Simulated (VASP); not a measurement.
# Al (Fm-3m) in VASP: relaxation of cell and atoms with PBE

Aim: the relaxation of cell and atoms of Al with PBE.

All numbers are computed with VASP 6.6.1; they aren't measurements. Logs are shortened: lines on timing, memory, paths and dates and some standing lists are left out, and cuts for length are marked.

**1. The cell of the first run**

The structure is cubic, space group Fm-3m (No. 225). The conventional cell has a = 4.040 Å, b = 4.040 Å, c = 4.040 Å, α = 90.00°, β = 90.00°, γ = 90.00°. Within 3.8 Å of Al (site symmetry m-3m) lie 12 Al at 2.86 Å.

**2. Relaxation of cell and atoms, PBE**

Input file INCAR:

```
SYSTEM = Al
  PREC = Accurate
  ENCUT = 600
  EDIFF = 1E-6
  ISMEAR = 0
  SIGMA = 0.1
  LREAL = .False.
  LASPH = .True.
  NELM = 100
  ALGO = Fast
  ISIF = 3
  LWAVE = .False.
  LCHARG = .False.
  GGA = PE
  IBRION = 2
  NSW = 80
  EDIFFG = -0.003
```

Input file KPOINTS:

```
Automatic mesh
0
Gamma
  60 60 60
  0 0 0
```

Input file POSCAR:

```
Al
1.0
    0.0000000000      2.0200000000      2.0200000000
    2.0200000000      0.0000000000      2.0200000000
    2.0200000000      2.0200000000      0.0000000000
Al
1
Direct
    0.0000000000      0.0000000000      0.0000000000
```

Potentials or basis: VASP PAW PBE potentials, release 64 (Al).

Command:

```sh
cat potpaw_PBE.64/Al/POTCAR > POTCAR
mpirun -np 1 vasp_std > vasp.out
```

OUTCAR:

```text
SYSTEM = Al
   PREC = Accurate
   ENCUT = 600
   EDIFF = 1E-6
   ISMEAR = 0
   LREAL = .False.
   LASPH = .True.
   NELM = 100
   ISIF = 3
   GGA = PE
   IBRION = 2
   NSW = 80
   EDIFFG = -0.003

 ion  position               nearest neighbor table
   1  0.000  0.000  0.000-

  LATTYP: Found a face centered cubic cell.
 ALAT       =     4.0400000000

  Lattice vectors:

 A1 = (   0.0000000000,   2.0200000000,   2.0200000000)
 A2 = (   2.0200000000,   0.0000000000,   2.0200000000)
 A3 = (   2.0200000000,   2.0200000000,   0.0000000000)

Analysis of symmetry for initial positions (statically):
=====================================================================
 Subroutine PRICEL returns:
 Original cell was already a primitive cell.

 Routine SETGRP: Setting up the symmetry group for a
 face centered cubic supercell.

 Subroutine GETGRP returns: Found 48 space group operations
 (whereof 48 operations were pure point group operations)
 out of a pool of 48 trial point group operations.

The static configuration has the point symmetry O_h .

Analysis of symmetry for dynamics (positions and initial velocities):
=====================================================================
 Subroutine PRICEL returns:
 Original cell was already a primitive cell.

 Routine SETGRP: Setting up the symmetry group for a
 face centered cubic supercell.

 Subroutine GETGRP returns: Found 48 space group operations
 (whereof 48 operations were pure point group operations)
 out of a pool of 48 trial point group operations.

The dynamic configuration has the point symmetry O_h .

 Subroutine INISYM returns: Found 48 space group operations
 (whereof 48 operations are pure point group operations),
 and found     1 'primitive' translations

----------------------------------------------------------------------------------------

                                     Primitive cell

  volume of cell :      16.4848

  direct lattice vectors                    reciprocal lattice vectors
     0.000000000  2.020000000  2.020000000    -0.247524752  0.247524752  0.247524752
     2.020000000  0.000000000  2.020000000     0.247524752 -0.247524752  0.247524752
     2.020000000  2.020000000  0.000000000     0.247524752  0.247524752 -0.247524752

  length of vectors
     2.856711396  2.856711396  2.856711396     0.428725447  0.428725447  0.428725447

  position of ions in fractional coordinates (direct lattice)
     0.000000000  0.000000000  0.000000000

  ion indices of the primitive-cell ions
   primitive index   ion index
                 1           1

----------------------------------------------------------------------------------------

 KPOINTS: Automatic mesh

Automatic generation of k-mesh.
 Grid dimensions read from file:
 generate k-points for:   60   60   60

 Generating k-lattice:

  Cartesian coordinates                     Fractional coordinates (reciprocal lattice)
    -0.004125413  0.004125413  0.004125413     0.016666667  0.000000000  0.000000000
     0.004125413 -0.004125413  0.004125413     0.000000000  0.016666667  0.000000000
     0.004125413  0.004125413 -0.004125413     0.000000000  0.000000000  0.016666667

  Length of vectors
     0.007145424  0.007145424  0.007145424

  Shift w.r.t. Gamma in fractional coordinates (k-lattice)
     0.000000000  0.000000000  0.000000000

 Subroutine IBZKPT returns following result:
 ===========================================

 Found   5216 irreducible k-points:

 Following reciprocal coordinates:
            Coordinates               Weight
  0.000000  0.000000  0.000000      1.000000
  0.016667  0.000000  0.000000      8.000000
  0.033333  0.000000  0.000000      8.000000
  0.050000  0.000000  0.000000      8.000000
  0.066667  0.000000  0.000000      8.000000
  0.083333  0.000000  0.000000      8.000000
[... 16 lines left out ...]
  0.366667  0.000000  0.000000      8.000000
  0.383333  0.000000  0.000000      8.000000
 [... further k-points ...]
   k-points           NKPTS =   5216   k-points in BZ     NKDIM =   5216   number of bands    NBANDS=      5
   number of dos      NEDOS =    301   number of ions     NIONS =      1
   total plane-waves  NPLWV =  13824
   dimension x,y,z NGX =    24 NGY =   24 NGZ =   24
   dimension x,y,z NGXF=    48 NGYF=   48 NGZF=   48
   ions per type =               1
   NGX,Y,Z   is equivalent  to a cutoff of  13.97, 13.97, 13.97 a.u.
   NGXF,Y,Z  is equivalent  to a cutoff of  27.93, 27.93, 27.93 a.u.
 SYSTEM =  Al
   PREC   = accura    normal or accurate (medium, high low for compatibility)
   ISTART =      0    job   : 0-new  1-cont  2-samecut
   ICHARG =      2    charge: 1-file 2-atom 10-const
   ISPIN  =      1    spin polarized calculation?
   LNONCOLLINEAR =      F non collinear calculations
   LSORBIT =      F    spin-orbit coupling
   LASPH  =      T    aspherical Exc in radial PAW
   ENCUT  =  600.0 eV  44.10 Ry    6.64 a.u.   5.71  5.71  5.71*2*pi/ulx,y,z
   NELM   =    100;   NELMIN=  2; NELMDL= -5     # of ELM steps
   EDIFF  = 0.1E-05   stopping-criterion for ELM
   LREAL  =      F    real-space projection
   EDIFFG = -.3E-02   stopping-criterion for IOM
   NSW    =     80    number of steps for IOM
   IBRION =      2    ionic relax: 0-MD 1-quasi-New 2-CG
   NFREE  =      1    steps in history (QN), initial steepest desc. (CG)
   ISIF   =      3    stress and relaxation
   ISYM   =      2    0-nonsym 1-usesym 2-fastsym
   POTIM  = 0.5000    time-step for ionic-motion
   TEBEG  =    0.0;   TEEND  =   0.0 temperature during run
   PSTRESS=    0.0 pullay stress
   NELECT =       3.0000    total number of electrons
   NUPDOWN=      -1.0000    fix difference up-down
   EMIN   =  10.00;   EMAX   =-10.00  energy-range for DOS
   EFERMI =   0.00;   METHOD = LEGACY
   ISMEAR =     0;   SIGMA  =   0.10  broadening in eV -4-tet -1-fermi 0-gaus
   EFERMI_NEDOS =   21; number of points for ismear=-14 and -15
   IALGO  =     68    algorithm
   IMIX   =      4    mixing-type and parameters
     AMIX     =   0.40;   BMIX     =  1.00
     AMIX_MAG =   1.60;   BMIX_MAG =  1.00
  volume/ion in A,a.u.               =      16.48       111.25
  Fermi-wavevector in a.u.,A,eV,Ry     =   0.927728  1.753151 11.710246  0.860679
  Thomas-Fermi vector in A             =   2.053828
   LORBIT       =      0    0 simple, 1 ext, 2 COOP (PROOUT), +10 PAW based schemes
   GGA     = PE    functional components
   LHFCALC =     F    Hartree Fock is set to
   AEXX    =    0.0000 exact exchange contribution
   IVDW    =     0    specifies the selected vdW correction
   LEPSILON=     F    determine dielectric tensor
   LRPA    =     F    only Hartree local field effects (RPA)
 conjugate gradient relaxation of ions
 non-spin polarized calculation
 RMM-DIIS sequential band-by-band and
 Gauss-broadening in eV      SIGMA  =   0.10
  energy-cutoff  :      600.00
  volume of cell :       16.48
 maximum number of plane-waves:       568
   NGX = 11   NGY = 11   NGZ = 11

 number of electron       3.0000000 magnetization

 Free energy of the ion-electron system (eV)
  ---------------------------------------------------
  ext. energy  EPLUGINS =         0.00000000
  ---------------------------------------------------
  free energy    TOTEN  =        -3.74714619 eV

  energy without entropy =       -3.74514889  energy(sigma->0) =       -3.74614754

 E-fermi :   8.0195     XC(G=0): -10.2000

 val. band max:        8.0193737272   @ k =  -0.4500   0.4333   0.0833
 cond. band min:       8.0204789764   @ k =  -0.4833   0.2667   0.1333
 fundamental gap:      0.0011052492
 Fermi energy:         8.0194980650

 k-point     1 :       0.0000    0.0000    0.0000
  band No.  band energies     occupation
      1      -3.1311      2.00000
      2      20.6339      0.00000
      3      20.6339      0.00000
      4      20.6339      0.00000
      5      22.1328      0.00000

 k-point     2 :       0.0167    0.0000    0.0000
  band No.  band energies     occupation
      1      -3.1236      2.00000
      2      20.4175      0.00000
      3      20.5984      0.00000
      4      20.5984      0.00000
      5      22.1804      0.00000

 k-point     3 :       0.0333    0.0000    0.0000
  band No.  band energies     occupation
      1      -3.1009      2.00000
      2      19.9270      0.00000
      3      20.5032      0.00000
      4      20.5033      0.00000
      5      22.3110      0.00000

 k-point     4 :       0.0500    0.0000    0.0000
  band No.  band energies     occupation
      1      -3.0631      2.00000
      2      19.3280      0.00000
      3      20.3713      0.00000
      4      20.3713      0.00000
      5      22.5017      0.00000

 k-point     5 :       0.0667    0.0000    0.0000
  band No.  band energies     occupation
      1      -3.0102      2.00000
      2      18.6837      0.00000
      3      20.2217      0.00000
      4      20.2217      0.00000
      5      22.7514      0.00000

 k-point     6 :       0.0833    0.0000    0.0000
  band No.  band energies     occupation
      1      -2.9423      2.00000
      2      18.0185      0.00000
      3      20.0662      0.00000
      4      20.0662      0.00000
      5      22.7942      0.00000
[... 113 lines left out ...]
 k-point    21 :       0.3333    0.0000    0.0000
  band No.  band energies     occupation
      1      -0.1393      2.00000
      2       8.5056      0.00000
      3      18.7854      0.00000
      4      18.7855      0.00000
      5      21.3801      0.00000

 k-point    22 :       0.3500    0.0000    0.0000
  band No.  band energies     occupation
      1       0.1639      2.00000
      2       7.9512      1.66559
      3      18.7951      0.00000
      4      18.7951      0.00000
      5      21.1323      0.00000

 k-point    23 :       0.3667    0.0000    0.0000
  band No.  band energies     occupation
      1       0.4812      2.00000
      2       7.4090      2.00000
      3      18.8173      0.00000
      4      18.8174      0.00000
      5      20.8963      0.00000

 k-point    24 :       0.3833    0.0000    0.0000
  band No.  band energies     occupation
      1       0.8125      2.00000
      2       6.8791      2.00000
      3      18.8522      0.00000
      4      18.8523      0.00000
      5      20.6723      0.00000

 [... further k-points ...]

------------------------ aborting loop because EDIFF is reached ----------------------------------------

  FORCE on cell =-STRESS in cart. coord.  units (eV):
  Direction    XX          YY          ZZ          XY          YZ          ZX
  --------------------------------------------------------------------------------------
  -------------------------------------------------------------------------------------
  Total       -0.0010572     -0.0010572     -0.0010572      0.0000000      0.0000000     -0.0000000
  in kB       -0.1027527     -0.1027527     -0.1027527      0.0000000      0.0000000     -0.0000000
  external PRESSURE =      -0.1027527 kB  Pullay stress =       0.0000000 kB

 VOLUME and BASIS-vectors are now :
 -----------------------------------------------------------------------------
  energy-cutoff  :      600.00
  volume of cell :       16.48
      direct lattice vectors                 reciprocal lattice vectors
     0.000000000  2.020000000  2.020000000    -0.247524752  0.247524752  0.247524752
     2.020000000  0.000000000  2.020000000     0.247524752 -0.247524752  0.247524752
     2.020000000  2.020000000  0.000000000     0.247524752  0.247524752 -0.247524752

 POSITION                                       TOTAL-FORCE (eV/Angst)
 -----------------------------------------------------------------------------------
      0.00000      0.00000      0.00000         0.000000      0.000000      0.000000
 -----------------------------------------------------------------------------------
    total drift:                               -0.000000      0.000000      0.000000

  FREE ENERGIE OF THE ION-ELECTRON SYSTEM (eV)
  ---------------------------------------------------
  free  energy   TOTEN  =        -3.7471461910 eV

  energy  without entropy=       -3.7451488865  energy(sigma->0) =       -3.74614754

 reached required accuracy - stopping structural energy minimisation
```

It took 6 min on 1 thread of Oxide Virtual Turin-like, shared host; peak memory 0.61 GiB.

Results:

| Property | Result |
| --- | --- |
| Free energy | -3.7471 eV |
| Pressure after relaxing | 0.0 GPa |
| Band gap on the k mesh | zero (an odd number of electrons rules out a gap without spin polarisation) |

Final structure:
```
Al
1.0
     0.00000    2.02000    2.02000
     2.02000    0.00000    2.02000
     2.02000    2.02000    0.00000
Al
1
Direct
  0.00000 0.00000 0.00000
```

Caveat: the relaxation stopped at its first step, so nothing moved.
